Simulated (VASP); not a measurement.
# BN (Cm) in VASP: notebook, part 2 of 2

VASP 6.6.1. Earlier steps stand in the parts before.

**3. Single point, PBEsol**

INCAR

```
PREC     = Accurate       # precision mode
ENCUT    = 600            # plane-wave cutoff, eV
EDIFF    = 1E-6           # SCF threshold, eV
ISMEAR   = 0              # smearing method
SIGMA    = 0.05           # smearing width, eV
LREAL    = F              # projectors in reciprocal space
LASPH    = T              # aspherical terms in the spheres
NELM     = 120            # most SCF steps
ALGO     = Normal         # electronic algorithm
ISIF     = 2              # what is computed and relaxed
LWAVE    = F              # write WAVECAR
LCHARG   = F              # write CHGCAR
GGA      = PS             # functional
NBANDS   = 36             # bands
GGA_COMPAT= F
```

KPOINTS

```
regular mesh
0
Gamma
  10 10 2
```

POSCAR

```
BN
1.0
   -2.5410113134      0.0000000000      0.0000000000
   -1.2705056567     -2.2005803487      0.0000000000
   -1.9057584850     -1.1002901744     12.6098865131
B N
6 6
Direct
    0.5521445007      0.5521445007      0.2290443320
    0.3854778340      0.3854778340      0.5623776653
    0.2188111673      0.2188111673      0.8957109987
    0.3021445007      0.3021445007      0.0623776653
    0.1354778340      0.1354778340      0.3957109987
   -0.0311888327     -0.0311888327      0.7290443320
    0.6145554993      0.6145554993      0.1042223347
    0.4478888327      0.4478888327      0.4375556680
    0.2812221660      0.2812221660      0.7708890013
   -0.1354445007     -0.1354445007      0.9375556680
    0.1978888327      0.1978888327      0.2708890013
    0.0312221660      0.0312221660      0.6042223347
```

Potentials or basis: VASP PAW PBE potentials, release 64 (B, N).

Launch:

```sh
> cat potpaw_PBE.64/B/POTCAR potpaw_PBE.64/N/POTCAR > POTCAR
> mpirun -np 1 vasp_std > vasp.out
```

OUTCAR:

```text
PREC = Accurate
   ENCUT = 600
   EDIFF = 1E-6
   ISMEAR = 0
   LREAL = F
   LASPH = T
   NELM = 120
   ISIF = 2
   GGA = PS

 ion  position               nearest neighbor table
   1  0.552  0.552  0.229-  11 1.56  11 1.56  11 1.56   7 1.57
   2  0.385  0.385  0.562-  12 1.56  12 1.56  12 1.56   8 1.57
   3  0.219  0.219  0.896-  10 1.56  10 1.56  10 1.56   9 1.57
   4  0.302  0.302  0.062-   7 1.56   7 1.56   7 1.56
   5  0.135  0.135  0.396-   8 1.56   8 1.56   8 1.56  11 1.57
   6  0.969  0.969  0.729-   9 1.56   9 1.56   9 1.56  12 1.57
   7  0.615  0.615  0.104-   4 1.56   4 1.56   4 1.56   1 1.57
   8  0.448  0.448  0.438-   5 1.56   5 1.56   5 1.56   2 1.57
   9  0.281  0.281  0.771-   6 1.56   6 1.56   6 1.56   3 1.57
  10  0.865  0.865  0.938-   3 1.56   3 1.56   3 1.56
  11  0.198  0.198  0.271-   1 1.56   1 1.56   1 1.56   5 1.57
  12  0.031  0.031  0.604-   2 1.56   2 1.56   2 1.56   6 1.57

  LATTYP: Found a face centered orthorhombic cell.
 ALAT       =     2.5410113134
 B/A-ratio  =     1.7320508076
[... 229 lines left out ...]
 Fermi energy:         8.1689419505

 k-point     1 :       0.0000    0.0000    0.0000
  band No.  band energies     occupation
      1     -12.9622      2.00000
      2     -12.2619      2.00000
      3     -12.0643      2.00000
      4     -10.4015      2.00000
      5     -10.2081      2.00000
      6      -8.5434      2.00000
[... 925 lines left out ...]
     35      19.0020      0.00000
     36      19.4759      0.00000

 [... further k-points ...]
[... 5 lines left out ...]
  --------------------------------------------------------------------------------------
  -------------------------------------------------------------------------------------
  Total       -0.3837442     -3.1715632      5.5397513      2.4143221      1.7362142      3.0072112
  in kB       -8.7196177    -72.0657560    125.8768426     54.8593650     39.4510789     68.3312731
  external PRESSURE =      15.0304896 kB  Pullay stress =       0.0000000 kB

 VOLUME and BASIS-vectors are now :
 -----------------------------------------------------------------------------
  energy-cutoff  :      600.00
  volume of cell :       70.51
      direct lattice vectors                 reciprocal lattice vectors
    -2.541011313  0.000000000  0.000000000    -0.393544096  0.227212790 -0.039651427
    -1.270505657 -2.200580349  0.000000000     0.000000000 -0.454425579 -0.039651427
    -1.905758485 -1.100290174 12.609886513     0.000000000  0.000000000  0.079302855

 POSITION                                       TOTAL-FORCE (eV/Angst)
 -----------------------------------------------------------------------------------
     -2.54101     -1.46705      2.88822         0.279033      0.161100      0.361484
     -2.54101     -1.46705      7.09152        -0.000294     -0.000170      0.167718
     -2.54101     -1.46705     11.29481         0.620959      0.358511     -0.004280
     -1.27051     -0.73353      0.78658        -0.183958     -0.106208      0.895661
     -1.27051     -0.73353      4.98987         0.021540      0.012436      0.171912
     -5.08202     -2.93411      9.19317        -0.005786     -0.003341      0.200324
     -2.54101     -1.46705      1.31423         0.958799      0.553563      0.995182
     -2.54101     -1.46705      5.51753         0.002492      0.001439     -0.170140
     -2.54101     -1.46705      9.72082        -0.101733     -0.058736     -0.439104
     -5.08202     -2.93411     11.82247        -1.636480     -0.944822     -1.849063
     -1.27051     -0.73353      3.41588         0.047438      0.027388     -0.150538
     -1.27051     -0.73353      7.61918        -0.002010     -0.001160     -0.179157
 -----------------------------------------------------------------------------------
    total drift:                                0.000111      0.000064     -0.000206

  FREE ENERGIE OF THE ION-ELECTRON SYSTEM (eV)
  ---------------------------------------------------
  free  energy   TOTEN  =      -107.1789086454 eV

  energy  without entropy=     -107.1789086454  energy(sigma->0) =     -107.17890865
```

stdout:

```text
POSCAR found type information on POSCAR B N
 POSCAR found :  2 types and      12 ions
 scaLAPACK will be used
 -----------------------------------------------------------------------------
|                                                                             |
|                                                                             |
[... 21 lines left out ...]
|     Results are often still useful ...                                      |
|                                                                             |
 -----------------------------------------------------------------------------

 POSCAR, INCAR and KPOINTS ok, starting setup
 FFT: planning ... GRIDC
 FFT: planning ... GRID_SOFT
 FFT: planning ... GRID
 WAVECAR not read
 entering main loop
```

Run time: 3.2 min. Hardware: 1 thread of Intel Xeon Platinum 8259CL at 2.50GHz (Skylake/Cascade Lake), shared host; peak memory 0.27 GiB.

What came out:

```
Free energy            : -107.1789 eV
Pressure               : 1.5 GPa
Largest force          : 2.644 eV/Å
Band gap on the k mesh : 2.61 eV (least direct gap 3.49 eV)
```

Forces in eV/Å, atoms in the order of the input:
```
B    0.279  0.161  0.361
B    0.000  0.000  0.168
B    0.621  0.359 -0.004
B   -0.184 -0.106  0.896
B    0.022  0.012  0.172
B   -0.006 -0.003  0.200
N    0.959  0.554  0.995
N    0.002  0.001 -0.170
N   -0.102 -0.059 -0.439
N   -1.636 -0.945 -1.849
N    0.047  0.027 -0.151
N   -0.002 -0.001 -0.179
```

Stress tensor (GPa, compression positive):
```
-0.87  5.49  6.83
 5.49 -7.21  3.95
 6.83  3.95 12.59
```

Levels at points of the mesh, in eV from the valence-band top:
| k point | band 21 | band 22 | band 23 | band 24 | band 25 | band 26 | band 27 | band 28 |
| --- | --- | --- | --- | --- | --- | --- | --- | --- |
| (0.00, 0.00, 0.00) | -0.58 | -0.26 | -0.20 | 0.00 | 6.72 | 7.82 | 7.94 | 8.37 |
| (0.50, 0.00, 0.00) | -3.76 | -3.14 | -2.48 | -0.93 | 2.65 | 6.10 | 6.37 | 6.58 |
| (0.50, 0.50, 0.00) | -3.44 | -3.27 | -2.70 | -2.36 | 4.36 | 6.09 | 6.26 | 6.47 |
| (0.00, 0.00, 0.50) | -0.74 | -0.55 | -0.19 | -0.18 | 6.77 | 7.86 | 7.88 | 8.41 |
| (0.50, 0.00, 0.50) | -3.74 | -3.12 | -2.49 | -0.88 | 2.61 | 6.08 | 6.30 | 6.57 |
| (0.50, 0.50, 0.50) | -3.56 | -2.83 | -2.57 | -2.50 | 4.34 | 6.07 | 6.28 | 6.39 |

Caveat: the PAW data sets were made with another functional, which shifts forces and pressure a little. A k mesh can miss the band edges.

**4. Single point, PBEsol**

This run uses another cell than the first one, of the same volume but with other edges.

INCAR

```
PREC = Accurate ; ENCUT = 600
EDIFF = 1E-6 ; ISMEAR = 0
SIGMA = 0.05 ; LREAL = F
LASPH = T ; NELM = 120
ALGO = Normal ; ISIF = 2
LWAVE = F ; LCHARG = F
GGA = PS ; NBANDS = 36
GGA_COMPAT = F
```

KPOINTS is that of step 3.

POSCAR

```
BN
1.0
   -2.5410113134      0.0000000000      0.0000000000
   -1.2705056567     -2.2005803487      0.0000000000
   -3.1761370912     -1.8337436046     12.6098865131
B N
6 6
Direct
    0.4758040248      0.4758040248      0.2290443320
    0.1980373581      0.1980373581      0.5623776653
   -0.0797293085     -0.0797293085      0.8957109987
    0.2813540248      0.2813540248      0.0623776653
    0.0035873581      0.0035873581      0.3957109987
   -0.2741793085     -0.2741793085      0.7290443320
    0.5798181952      0.5798181952      0.1042223347
    0.3020515285      0.3020515285      0.4375556680
    0.0242848619      0.0242848619      0.7708890013
   -0.4479318048     -0.4479318048      0.9375556680
    0.1076015285      0.1076015285      0.2708890013
   -0.1701651381     -0.1701651381      0.6042223347
```

Potentials or basis: VASP PAW PBE potentials, release 64 (B, N).

Launch:

```sh
> cat potpaw_PBE.64/B/POTCAR potpaw_PBE.64/N/POTCAR > POTCAR
> mpirun -np 1 vasp_std > vasp.out
```

OUTCAR:

```text
PREC = Accurate
   ENCUT = 600
   EDIFF = 1E-6
   ISMEAR = 0
   LREAL = F
   LASPH = T
   NELM = 120
   ISIF = 2
   GGA = PS

 ion  position               nearest neighbor table
   1  0.476  0.476  0.229-  11 1.56  11 1.56  11 1.56   7 1.57
   2  0.198  0.198  0.562-  12 1.56  12 1.56  12 1.56   8 1.57
   3  0.920  0.920  0.896-  10 1.56  10 1.56  10 1.56   9 1.57
   4  0.281  0.281  0.062-   7 1.56   7 1.56   7 1.56  10 1.74
   5  0.004  0.004  0.396-   8 1.56   8 1.56   8 1.56  11 1.57
   6  0.726  0.726  0.729-   9 1.56   9 1.56   9 1.56  12 1.57
   7  0.580  0.580  0.104-   4 1.56   4 1.56   4 1.56   1 1.57
   8  0.302  0.302  0.438-   5 1.56   5 1.56   5 1.56   2 1.57
   9  0.024  0.024  0.771-   6 1.56   6 1.56   6 1.56   3 1.57
  10  0.552  0.552  0.938-   3 1.56   3 1.56   3 1.56   4 1.74
  11  0.108  0.108  0.271-   1 1.56   1 1.56   1 1.56   5 1.57
  12  0.830  0.830  0.604-   2 1.56   2 1.56   2 1.56   6 1.57

  LATTYP: Found a base centered monoclinic cell.
 ALAT       =     4.4011606974
 B/A-ratio  =     0.5773502692
 C/A-ratio  =     2.8699728985
 COS(beta)  =    -0.0580841722

  Lattice vectors:

 A1 = (  -2.5410113134,   0.0000000000,   0.0000000000)
 A2 = (  -1.2705056567,  -2.2005803487,   0.0000000000)
 A3 = (   0.6353798789,   0.3668367441,  12.6098865131)

Analysis of symmetry for initial positions (statically):
=====================================================================
 Subroutine PRICEL returns:
 Original cell was already a primitive cell.

 Routine SETGRP: Setting up the symmetry group for a
 base centered monoclinic supercell.

 Subroutine GETGRP returns: Found  2 space group operations
 (whereof  2 operations were pure point group operations)
 out of a pool of  4 trial point group operations.

The static configuration has the point symmetry C_1h.

Analysis of symmetry for dynamics (positions and initial velocities):
=====================================================================
 Subroutine PRICEL returns:
 Original cell was already a primitive cell.

 Routine SETGRP: Setting up the symmetry group for a
 base centered monoclinic supercell.

 Subroutine GETGRP returns: Found  2 space group operations
 (whereof  2 operations were pure point group operations)
 out of a pool of  4 trial point group operations.

The dynamic configuration has the point symmetry C_1h.

 Subroutine INISYM returns: Found  2 space group operations
 (whereof  2 operations are pure point group operations),
 and found     1 'primitive' translations

----------------------------------------------------------------------------------------

                                     Primitive cell

  volume of cell :      70.5107

  direct lattice vectors                    reciprocal lattice vectors
    -2.541011313  0.000000000  0.000000000    -0.393544096  0.227212790 -0.066083069
    -1.270505657 -2.200580349  0.000000000     0.000000000 -0.454425579 -0.066083069
    -3.176137091 -1.833743605 12.609886513     0.000000000  0.000000000  0.079302855

  length of vectors
     2.541011313  2.541011313 13.132391264     0.459205378  0.459205378  0.079302855

  position of ions in fractional coordinates (direct lattice)
     0.475804025  0.475804025  0.229044332
[... 60 lines left out ...]
  0.500000  0.000000  0.000000      2.000000
[... 16 lines left out ...]
  0.300000  0.300000 -0.000000      2.000000
  0.400000  0.300000  0.000000      4.000000
 [... further k-points ...]
   k-points           NKPTS =     62   k-points in BZ     NKDIM =     62   number of bands    NBANDS=     36
   number of dos      NEDOS =    301   number of ions     NIONS =     12
   total plane-waves  NPLWV =  43200
   dimension x,y,z NGX =    20 NGY =   20 NGZ =  108
   dimension x,y,z NGXF=    40 NGYF=   40 NGZF=  216
   ions per type =               6   6
   NGX,Y,Z   is equivalent  to a cutoff of  13.09, 13.09, 13.67 a.u.
   NGXF,Y,Z  is equivalent  to a cutoff of  26.17, 26.17, 27.34 a.u.
 SYSTEM =  unknown system
   PREC   = accura    normal or accurate (medium, high low for compatibility)
   ISTART =      0    job   : 0-new  1-cont  2-samecut
   ICHARG =      2    charge: 1-file 2-atom 10-const
   ISPIN  =      1    spin polarized calculation?
   LNONCOLLINEAR =      F non collinear calculations
   LSORBIT =      F    spin-orbit coupling
   LASPH  =      T    aspherical Exc in radial PAW
   ENCUT  =  600.0 eV  44.10 Ry    6.64 a.u.   5.08  5.08 26.23*2*pi/ulx,y,z
   NELM   =    120;   NELMIN=  2; NELMDL= -5     # of ELM steps
   EDIFF  = 0.1E-05   stopping-criterion for ELM
   LREAL  =      F    real-space projection
   EDIFFG = 0.1E-04   stopping-criterion for IOM
   NSW    =      0    number of steps for IOM
   IBRION =     -1    ionic relax: 0-MD 1-quasi-New 2-CG
   NFREE  =      0    steps in history (QN), initial steepest desc. (CG)
   ISIF   =      2    stress and relaxation
   ISYM   =      2    0-nonsym 1-usesym 2-fastsym
   POTIM  = 0.5000    time-step for ionic-motion
   TEBEG  =    0.0;   TEEND  =   0.0 temperature during run
   PSTRESS=    0.0 pullay stress
   NELECT =      48.0000    total number of electrons
   NUPDOWN=      -1.0000    fix difference up-down
   EMIN   =  10.00;   EMAX   =-10.00  energy-range for DOS
   EFERMI =   0.00;   METHOD = LEGACY
   ISMEAR =     0;   SIGMA  =   0.05  broadening in eV -4-tet -1-fermi 0-gaus
   EFERMI_NEDOS =   21; number of points for ismear=-14 and -15
   IALGO  =     38    algorithm
   IMIX   =      4    mixing-type and parameters
     AMIX     =   0.40;   BMIX     =  1.00
     AMIX_MAG =   1.60;   BMIX_MAG =  1.00
  volume/ion in A,a.u.               =       5.88        39.65
  Fermi-wavevector in a.u.,A,eV,Ry     =   1.440136  2.721463 28.218379  2.073992
  Thomas-Fermi vector in A             =   2.558914
   LORBIT       =      0    0 simple, 1 ext, 2 COOP (PROOUT), +10 PAW based schemes
   GGA     = PS    functional components
   LHFCALC =     F    Hartree Fock is set to
   AEXX    =    0.0000 exact exchange contribution
   IVDW    =     0    specifies the selected vdW correction
   LEPSILON=     F    determine dielectric tensor
   LRPA    =     F    only Hartree local field effects (RPA)
 non-spin polarized calculation
 Gauss-broadening in eV      SIGMA  =   0.05
  energy-cutoff  :      600.00
  volume of cell :       70.51
 maximum number of plane-waves:      2376
   NGX = 11   NGY = 11   NGZ = 53

 number of electron      47.9999997 magnetization

 Free energy of the ion-electron system (eV)
  ---------------------------------------------------
  ext. energy  EPLUGINS =         0.00000000
  ---------------------------------------------------
  free energy    TOTEN  =      -108.32663647 eV

  energy without entropy =     -108.32663647  energy(sigma->0) =     -108.32663647

 E-fermi :   8.1153     XC(G=0): -13.0494

 val. band max:        7.9143760533   @ k =   0.0000   0.0000   0.0000
 cond. band min:      12.2578156821   @ k =  -0.3000   0.3000   0.0000
 fundamental gap:      4.3434396287
 Fermi energy:         8.1152678635

 k-point     1 :       0.0000    0.0000    0.0000
  band No.  band energies     occupation
      1     -12.9251      2.00000
      2     -12.2639      2.00000
      3     -12.1378      2.00000
      4     -10.3995      2.00000
      5     -10.2723      2.00000
      6      -8.6011      2.00000
[... 925 lines left out ...]
     35      19.1613      0.00000
     36      19.5076      0.00000

 [... further k-points ...]
[... 5 lines left out ...]
  --------------------------------------------------------------------------------------
  -------------------------------------------------------------------------------------
  Total       -1.3837563     -0.6547203      3.2152864     -0.6313637     -3.9981623     -6.9250209
  in kB      -31.4423637    -14.8768635     73.0592559    -14.3461440    -90.8481312   -157.3535926
  external PRESSURE =       8.9133429 kB  Pullay stress =       0.0000000 kB

 VOLUME and BASIS-vectors are now :
 -----------------------------------------------------------------------------
  energy-cutoff  :      600.00
  volume of cell :       70.51
      direct lattice vectors                 reciprocal lattice vectors
    -2.541011313  0.000000000  0.000000000    -0.393544096  0.227212790 -0.066083069
    -1.270505657 -2.200580349  0.000000000     0.000000000 -0.454425579 -0.066083069
    -3.176137091 -1.833743605 12.609886513     0.000000000  0.000000000  0.079302855

 POSITION                                       TOTAL-FORCE (eV/Angst)
 -----------------------------------------------------------------------------------
     -2.54101     -1.46705      2.88822        -0.256389     -0.148026      0.254604
     -2.54101     -1.46705      7.09152         0.001273      0.000735      0.102111
     -6.35253     -3.66763     11.29481        -0.151806     -0.087645     -0.026910
     -1.27051     -0.73353      0.78658        -2.492301     -1.438931      0.196959
     -1.27051     -0.73353      4.98987        -0.008527     -0.004923      0.106438
     -5.08202     -2.93411      9.19317         0.032066      0.018513      0.108702
     -2.54101     -1.46705      1.31423        -0.698469     -0.403262      0.712793
     -2.54101     -1.46705      5.51753        -0.002020     -0.001166     -0.102169
     -2.54101     -1.46705      9.72082         0.179835      0.103828     -0.235003
     -5.08202     -2.93411     11.82247         3.421277      1.975275     -0.915673
     -1.27051     -0.73353      3.41588        -0.027843     -0.016075     -0.094209
     -5.08202     -2.93411      7.61918         0.002903      0.001676     -0.107640
 -----------------------------------------------------------------------------------
    total drift:                               -0.000281     -0.000162      0.000265

  FREE ENERGIE OF THE ION-ELECTRON SYSTEM (eV)
  ---------------------------------------------------
  free  energy   TOTEN  =      -108.3266364684 eV

  energy  without entropy=     -108.3266364684  energy(sigma->0) =     -108.32663647
```

Run time: 3.4 min. Hardware: 1 thread of Intel Xeon Platinum 8259CL at 2.50GHz (Skylake/Cascade Lake), shared host; peak memory 0.27 GiB.

Results:

- Free energy: -108.3266 eV
- Pressure: 0.9 GPa
- Largest force: 4.055 eV/Å
- Band gap on the k mesh: 4.34 eV (least direct gap 6.54 eV)

Forces on the atoms (eV/Å):
```
B   -0.256 -0.148  0.255
B    0.001  0.001  0.102
B   -0.152 -0.088 -0.027
B   -2.492 -1.439  0.197
B   -0.009 -0.005  0.106
B    0.032  0.019  0.109
N   -0.698 -0.403  0.713
N   -0.002 -0.001 -0.102
N    0.180  0.104 -0.235
N    3.421  1.975 -0.916
N   -0.028 -0.016 -0.094
N    0.003  0.002 -0.108
```

Stress tensor (GPa, compression positive):
```
 -3.14  -1.43 -15.74
 -1.43  -1.49  -9.08
-15.74  -9.08   7.31
```

Caveat: the PAW data sets were made with another functional, which shifts forces and pressure a little. A k mesh can miss the band edges.

**5. Summary**

| cell | gap on the mesh (eV) | pressure (GPa) | largest force (eV/Å) |
| --- | --- | --- | --- |
| a = 2.541, b = 2.541, c = 12.631 Å, angles 87.1, 87.1, 60.0°, 12 atoms | 3.64 | 0.0 | 2.95 |
| a = 2.541, b = 2.541, c = 12.800 Å, angles 81.4, 81.4, 60.0°, 12 atoms | 2.61 | 1.5 | 2.64 |
| a = 2.541, b = 2.541, c = 13.132 Å, angles 76.0, 76.0, 60.0°, 12 atoms | 4.34 | 0.9 | 4.06 |

Alike in all rows: task single point; level PBEsol; potentials or basis VASP PAW PBE potentials, release 64 (B, N); no spin polarisation; k mesh 10 × 10 × 2; cutoff (eV) 600; smearing gaussian 0.05 eV.

Caveats: the PAW data sets were made with another functional, which shifts forces and pressure a little.

Total energies depend on the potentials used, so only differences within one code and one set of settings carry meaning.
